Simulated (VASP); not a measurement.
# WSe2 in VASP: single point with PBEsol+D3(BJ)

Aim: the single point of WSe2 with PBEsol+D3(BJ).

Program: VASP 6.6.1. These are calculated values, not measurements. Logs are shortened: lines on timing, memory, paths and dates and some standing lists are left out, and cuts for length are marked.

## 1. The cell of the first run

The cell holds a slab with vacuum, 6 atoms: a = 3.285 Å, b = 3.285 Å, c = 24.239 Å, α = 90.00°, β = 90.00°, γ = 120.00°.

## 2. Single point, PBEsol+D3(BJ)

File INCAR:

```
  ALGO = Normal
  DIPOL = 0.5 0.5 0.401
  EDIFF = 1E-6
  ENCUT = 520
  GGA = PS
  IDIPOL = 3
  ISIF = 2
  ISMEAR = 0
  IVDW = 12
  LASPH = T
  LCHARG = F
  LDIPOL = T
  LREAL = F
  LWAVE = F
  NBANDS = 35
  NELM = 80
  PREC = Accurate
  SIGMA = 0.05
```

File KPOINTS:

```
k-points
0
Gamma
  9 9 1
```

File POSCAR:

```
WSe2
1.0
    3.2854929596      0.0000000000      0.0000000000
   -1.6427464798      2.8453203669      0.0000000000
    0.0000000000      0.0000000000     24.2386467078
Se W
4 2
Direct
    0.3333333333      0.6666666667      0.1856539292
    0.3333333333      0.6666666667      0.3246601780
    0.5000000000      1.0000000000      0.4777215285
    0.5000000000      1.0000000000      0.6167277773
    0.6666666667      0.3333333333      0.2551570536
    0.8333333333      0.6666666667      0.5472246529
```

Potentials or basis: VASP PAW PBE potentials, release 64 (Se, W_sv).

On the command line:

```console
$ cat potpaw_PBE.64/Se/POTCAR potpaw_PBE.64/W_sv/POTCAR > POTCAR
$ mpirun -np 1 vasp_std > vasp.out
```

OUTCAR:

```text
EDIFF = 1E-6
   ENCUT = 520
   GGA = PS
   ISIF = 2
   ISMEAR = 0
   IVDW = 12
   LASPH = T
   LREAL = F
   NELM = 80
   PREC = Accurate
 IVDW          = 12

 ion  position               nearest neighbor table
   1  0.333  0.667  0.186-   5 2.54   5 2.54   5 2.54
   2  0.333  0.667  0.325-   5 2.54   5 2.54   5 2.54
   3  0.500  0.000  0.478-   6 2.54   6 2.54   6 2.54
   4  0.500  0.000  0.617-   6 2.54   6 2.54   6 2.54
   5  0.667  0.333  0.255-   1 2.54   2 2.54   1 2.54   2 2.54   1 2.54   2 2.54
   6  0.833  0.667  0.547-   3 2.54   4 2.54   3 2.54   4 2.54   3 2.54   4 2.54

  LATTYP: Found a hexagonal cell.
 ALAT       =     3.2854929596
 C/A-ratio  =     7.3774763805

  Lattice vectors:

 A1 = (   3.2854929596,   0.0000000000,   0.0000000000)
 A2 = (  -1.6427464798,   2.8453203669,   0.0000000000)
 A3 = (   0.0000000000,   0.0000000000,  24.2386467078)

Analysis of symmetry for initial positions (statically):
=====================================================================
 Subroutine PRICEL returns:
 Original cell was already a primitive cell.

 Routine SETGRP: Setting up the symmetry group for a
 hexagonal supercell.

 Subroutine GETGRP returns: Found  2 space group operations
 (whereof  2 operations were pure point group operations)
 out of a pool of 24 trial point group operations.

The static configuration has the point symmetry C_1h.

Analysis of symmetry for dynamics (positions and initial velocities):
=====================================================================
 Subroutine PRICEL returns:
 Original cell was already a primitive cell.

 Routine SETGRP: Setting up the symmetry group for a
 hexagonal supercell.

 Subroutine GETGRP returns: Found  2 space group operations
 (whereof  2 operations were pure point group operations)
 out of a pool of 24 trial point group operations.

The dynamic configuration has the point symmetry C_1h.

 Subroutine INISYM returns: Found  2 space group operations
 (whereof  2 operations are pure point group operations),
 and found     1 'primitive' translations

----------------------------------------------------------------------------------------

                                     Primitive cell

  volume of cell :     226.5897

  direct lattice vectors                    reciprocal lattice vectors
     3.285492960  0.000000000  0.000000000     0.304368328  0.175727136  0.000000000
    -1.642746480  2.845320367  0.000000000     0.000000000  0.351454273  0.000000000
     0.000000000  0.000000000 24.238646708     0.000000000  0.000000000  0.041256429

  length of vectors
[... 103 lines left out ...]
   EFERMI =   0.00;   METHOD = LEGACY
   ISMEAR =     0;   SIGMA  =   0.05  broadening in eV -4-tet -1-fermi 0-gaus
   EFERMI_NEDOS =   21; number of points for ismear=-14 and -15
   IALGO  =     38    algorithm
   IMIX   =      4    mixing-type and parameters
     AMIX     =   0.40;   BMIX     =  1.00
     AMIX_MAG =   1.60;   BMIX_MAG =  1.00
  volume/ion in A,a.u.               =      37.76       254.85
  Fermi-wavevector in a.u.,A,eV,Ry     =   1.002296  1.894064 13.668371  1.004597
  Thomas-Fermi vector in A             =   2.134774
   LORBIT       =      0    0 simple, 1 ext, 2 COOP (PROOUT), +10 PAW based schemes
   GGA     = PS    functional components
   LHFCALC =     F    Hartree Fock is set to
   AEXX    =    0.0000 exact exchange contribution
   IVDW    =    12    specifies the selected vdW correction
   LEPSILON=     F    determine dielectric tensor
   LRPA    =     F    only Hartree local field effects (RPA)
 non-spin polarized calculation
 Gauss-broadening in eV      SIGMA  =   0.05
  energy-cutoff  :      520.00
  volume of cell :      226.59
 maximum number of plane-waves:      6144
   NGX = 13   NGY = 13   NGZ = 91

 dipolmoment           0.000000      0.000000     -0.000009 electrons x Angstroem

 number of electron      51.9999987 magnetization

 dipolmoment           0.000000      0.000000      0.000296 electrons x Angstroem

 Free energy of the ion-electron system (eV)
  ---------------------------------------------------
  ext. energy  EPLUGINS =         0.00000000
  ---------------------------------------------------
  free energy    TOTEN  =       -46.47271391 eV

  energy without entropy =      -46.47271391  energy(sigma->0) =      -46.47271391

 E-fermi :   1.1959     XC(G=0):  -6.3391

 val. band max:        0.7693370703   @ k =   0.3333   0.3333   0.0000
 cond. band min:       2.3121664055   @ k =  -0.3333   0.2222   0.0000
 fundamental gap:      1.5428293352
 Fermi energy:         1.1959297312

 k-point     1 :       0.0000    0.0000    0.0000
  band No.  band energies     occupation
      1     -73.2377      2.00000
      2     -73.2324      2.00000
      3     -37.4867      2.00000
      4     -37.4813      2.00000
      5     -37.3455      2.00000
      6     -37.3451      2.00000
[... 901 lines left out ...]
     34       5.5331      0.00000
     35       6.0269      0.00000

 [... further k-points ...]

------------------------ aborting loop because EDIFF is reached ----------------------------------------

 vacuum level on the upper side and lower side of the slab       (xc-potential included)        -0.167        -0.173

 Edisp (eV)   -2.04206

 E8    (eV) :    -1.3955

  FORCE on cell =-STRESS in cart. coord.  units (eV):
  Direction    XX          YY          ZZ          XY          YZ          ZX
  --------------------------------------------------------------------------------------
  -------------------------------------------------------------------------------------
  Total      -3.37654    -3.34639    -3.02092     0.00000     0.12188     0.00000
  in kB     -23.87493   -23.66174   -21.36040     0.00000     0.86176     0.00000
  external pressure =      -22.97 kB  Pullay stress =        0.00 kB

 VOLUME and BASIS-vectors are now :
 -----------------------------------------------------------------------------
  energy-cutoff  :      520.00
  volume of cell :      226.59
      direct lattice vectors                 reciprocal lattice vectors
     3.285492960  0.000000000  0.000000000     0.304368328  0.175727136  0.000000000
    -1.642746480  2.845320367  0.000000000     0.000000000  0.351454273  0.000000000
     0.000000000  0.000000000 24.238646708     0.000000000  0.000000000  0.041256429

 POSITION                                       TOTAL-FORCE (eV/Angst)
 -----------------------------------------------------------------------------------
     -0.00000      1.89688      4.50000         0.000000      0.000965      0.326619
     -0.00000      1.89688      7.86932        -0.000000     -0.021416     -0.216808
      1.64275      0.00000     11.57932         0.000000      0.019500      0.217952
      1.64275      0.00000     14.94865         0.000000      0.000105     -0.325935
      1.64275      0.94844      6.18466        -0.000000     -0.006622      0.050219
      1.64275      1.89688     13.26399        -0.000000      0.007468     -0.052047
 -----------------------------------------------------------------------------------
    total drift:                               -0.000000      0.000141     -0.000276

  FREE ENERGIE OF THE ION-ELECTRON SYSTEM (eV)
  ---------------------------------------------------
  free  energy   TOTEN  =       -48.5147739988 eV

  energy  without entropy=      -48.5147739988  energy(sigma->0) =      -48.51477400

 vacuum level on the upper side and lower side of the slab         5.757         5.752
```

It took 2.2 min on 1 thread of Intel Xeon 6975P-C (Granite Rapids), shared host; peak memory 0.41 GiB.

Results:

```
Free energy                : -48.5148 eV
Largest force              : 0.327 eV/Å
Band gap on the k mesh     : 1.54 eV (least direct gap 1.64 eV)
Dispersion energy per atom : -0.340 eV
```

Forces on the atoms (eV/Å):
```
Se   0.000  0.001  0.327
Se   0.000 -0.021 -0.217
Se   0.000  0.019  0.218
Se   0.000  0.000 -0.326
W    0.000 -0.007  0.050
W    0.000  0.007 -0.052
```

Levels at points of the mesh, in eV from the valence-band top:
| k point | band 23 | band 24 | band 25 | band 26 | band 27 | band 28 | band 29 | band 30 |
| --- | --- | --- | --- | --- | --- | --- | --- | --- |
| (0.00, 0.00, 0.00) | -1.17 | -1.17 | -0.59 | -0.16 | 2.97 | 2.98 | 2.99 | 2.99 |

Caveat: the PAW data sets were made with another functional, which shifts forces and pressure a little; spin-orbit coupling is left out, which moves the levels of the heavy elements.
